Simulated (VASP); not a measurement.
# TiO2 in VASP: further runs, part 2 of 2

VASP 6.6.1. The steps go on from the part before.

### Step 3. Relaxation of the atoms, PBE (atoms moved at random)

File INCAR:

```
SYSTEM = TiO2
GGA = PE
ISMEAR = 0
SIGMA = 0.03
LWAVE = .FALSE.
LCHARG = .FALSE.
ISIF = 2
NSW = 120
PREC = Accurate
LASPH = .TRUE.
LREAL = .FALSE.
ALGO = Normal
EDIFF = 1E-7
NELM = 120
GGA_COMPAT = .FALSE.
IBRION = 2
EDIFFG = -0.002
NELMIN = 4
ENCUT = 640
EFERMI = MIDGAP
KPAR = 8
```

File KPOINTS:

```
Automatic mesh
0
Gamma
  9 9 9
  0 0 0
```

File POSCAR:

```
TiO2
1.0
    1.4973312015      0.8644845722      6.9815443949
   -1.4973312015      0.8644845722      6.9815443949
    0.0000000000     -1.7289691445      6.9815443949
Ti O
1 2
Direct
    0.0069310000      0.0041530000     -0.0103940000
    0.3692890000      0.3886340000      0.3799230000
    0.6298780000      0.6140950000      0.6237580000
```

Potentials or basis: VASP PAW PBE potentials, release 64 (Ti_sv, O).

Run with:

```sh
$ cat potpaw_PBE.64/Ti_sv/POTCAR potpaw_PBE.64/O/POTCAR > POTCAR
$ mpirun -np 8 vasp_std > vasp.out
```

OUTCAR:

```text
SYSTEM = TiO2
   GGA = PE
   ISMEAR = 0
   ISIF = 2
   NSW = 120
   PREC = Accurate
   LASPH = .TRUE.
   LREAL = .FALSE.
   EDIFF = 1E-7
   NELM = 120
   IBRION = 2
   EDIFFG = -0.002
   NELMIN = 4
   ENCUT = 640
   EFERMI = MIDGAP

 ion  position               nearest neighbor table
   1  0.007  0.004  0.990-   3 1.93   2 1.95   3 1.96   2 1.96   3 1.99   2 2.01
   2  0.369  0.389  0.380-   1 1.95   1 1.96   1 2.01
   3  0.630  0.614  0.624-   1 1.93   1 1.96   1 1.99

  LATTYP: Found a trigonal (rhomboedric) cell.
 ALAT       =     7.1924471802
 COS(alpha) =     0.9133213014

  Lattice vectors:

 A1 = (   1.4973312015,   0.8644845722,   6.9815443949)
 A2 = (  -1.4973312015,   0.8644845722,   6.9815443949)
 A3 = (   0.0000000000,  -1.7289691445,   6.9815443949)

Analysis of symmetry for initial positions (statically):
=====================================================================
 Subroutine PRICEL returns:
 Original cell was already a primitive cell.

 Routine SETGRP: Setting up the symmetry group for a
 trigonal (rhombohedral) supercell.

 Subroutine GETGRP returns: Found  1 space group operations
 (whereof  1 operations were pure point group operations)
 out of a pool of 12 trial point group operations.
[... 275 lines left out ...]
  FREE ENERGIE OF THE ION-ELECTRON SYSTEM (eV)
  ---------------------------------------------------
  free  energy   TOTEN  =       -26.4997644397 eV

  energy  without entropy=      -26.4997644397  energy(sigma->0) =      -26.49976444

[... ionic steps 4 to 12 ...]

--------------------------------------- Ionic step       13  -------------------------------------------

 number of electron      24.0000000 magnetization

------------------------ aborting loop because EDIFF is reached ----------------------------------------
[... 69 lines left out ...]
--------------------------------------- Ionic step       15  -------------------------------------------

 number of electron      24.0000000 magnetization

 Free energy of the ion-electron system (eV)
  ---------------------------------------------------
  ext. energy  EPLUGINS =         0.00000000
  ---------------------------------------------------
  free energy    TOTEN  =       -26.50225748 eV

  energy without entropy =      -26.50225748  energy(sigma->0) =      -26.50225748

 E-fermi :   0.2099     XC(G=0):  -7.6875

 val. band max:       -1.1424921905   @ k =  -0.2222   0.1111  -0.1111
 cond. band min:       1.5622969221   @ k =   0.1111   0.1111   0.1111
 fundamental gap:      2.7047891126
 Fermi energy:         0.2099023658

 k-point     1 :       0.0000    0.0000    0.0000
  band No.  band energies     occupation
      1     -57.4906      2.00000
      2     -33.7523      2.00000
      3     -33.4738      2.00000
      4     -33.4738      2.00000
      5     -18.5105      2.00000
      6     -16.7544      2.00000
[... 433 lines left out ...]
      3     -33.6734      2.00000
      4     -33.5640      2.00000
      5     -17.6781      2.00000
      6     -17.1407      2.00000
[... 8 lines left out ...]
     15       2.8457      0.00000
     16       4.8583      0.00000

 [... further k-points ...]
[... 5 lines left out ...]
  --------------------------------------------------------------------------------------
  -------------------------------------------------------------------------------------
  Total       -0.1117596     -0.1117500     -0.1065284      0.0000163      0.0001173     -0.0000746
  in kB       -3.3023065     -3.3020255     -3.1477341      0.0004805      0.0034652     -0.0022042
  external PRESSURE =      -3.2506887 kB  Pullay stress =       0.0000000 kB
[... 18 lines left out ...]
  FREE ENERGIE OF THE ION-ELECTRON SYSTEM (eV)
  ---------------------------------------------------
  free  energy   TOTEN  =       -26.5022574787 eV

  energy  without entropy=      -26.5022574787  energy(sigma->0) =      -26.50225748

 reached required accuracy - stopping structural energy minimisation
```

OSZICAR:

```text
N       E                     dE             d eps       ncg     rms          rms(c)
DAV:   1     0.298186623400E+03    0.29819E+03   -0.14380E+04 11680   0.181E+03
DAV:   2    -0.654637787209E+01   -0.30473E+03   -0.29880E+03 15640   0.463E+02
DAV:   3    -0.333472984419E+02   -0.26801E+02   -0.26633E+02 12744   0.148E+02
[... 16 lines left out ...]
  14 F= -.26502255E+02 E0= -.26502255E+02  d E =0.219899E-05
       N       E                     dE             d eps       ncg     rms          rms(c)
DAV:   1    -0.265022545351E+02    0.15238E-06   -0.14178E-03 11680   0.467E-01    0.758E-03
DAV:   2    -0.265022577224E+02   -0.31873E-05   -0.36765E-05 11856   0.615E-02    0.536E-03
DAV:   3    -0.265022575484E+02    0.17398E-06   -0.13068E-06 16336   0.107E-02    0.296E-03
DAV:   4    -0.265022574787E+02    0.69727E-07   -0.38637E-07 12664   0.580E-03
  15 F= -.26502257E+02 E0= -.26502257E+02  d E =-.688438E-06
```

Wall time 18 min (8 MPI ranks of Intel Xeon 6975P-C (Granite Rapids), shared host); peak memory 0.85 GiB.

Results:

| Quantity | Value |
| --- | --- |
| Free energy | -26.5023 eV |
| Energy gained by relaxing | 7.8 meV/atom |
| Ionic steps | 15 |
| Pressure after relaxing | -0.3 GPa |
| Band gap on the k mesh | 2.70 eV (least direct gap 2.86 eV) |

Step by step:
| step | energy change (eV) | largest force (eV/Å) | pressure (GPa) |
| --- | --- | --- | --- |
| 1 | 0.0000 | 0.7615 | 1.80 |
| 2 | -0.0208 | 0.2587 | -0.27 |
| 3 | -0.0208 | 0.2277 | -0.17 |
| 4 | -0.0226 | 0.1010 | -0.52 |
| 5 | -0.0228 | 0.0605 | -0.44 |
| 6 | -0.0230 | 0.0251 | -0.34 |
| 7 | -0.0230 | 0.0244 | -0.29 |
| 8 | -0.0231 | 0.0220 | -0.29 |
| 9 | -0.0232 | 0.0154 | -0.29 |
| 10 | -0.0233 | 0.0145 | -0.29 |
| 11 | -0.0233 | 0.0160 | -0.28 |
| 12 | -0.0232 | 0.0542 | -0.40 |
| 13 | -0.0233 | 0.0046 | -0.31 |
| 14 | -0.0233 | 0.0099 | -0.35 |
| 15 | -0.0233 | 0.0009 | -0.33 |

Final structure:
```
CELL_PARAMETERS angstrom
1.49733 0.86448 6.98154
-1.49733 0.86448 6.98154
0.00000 -1.72897 6.98154
ATOMIC_POSITIONS crystal
Ti 0.00200 0.00227 0.99782
O 0.38148 0.38173 0.37717
O 0.62262 0.62288 0.61830
```

Levels at points of the mesh, in eV from the valence-band top:
```tsv
k point	band 8	band 9	band 10	band 11	band 12	band 13	band 14	band 15	band 16
(0.00, 0.00, 0.00)	-3.58	-3.58	-0.58	-0.15	-0.15	2.70	2.70	4.39	6.86
```

Caveat: the cell differs from its parent crystal (atoms moved at random).
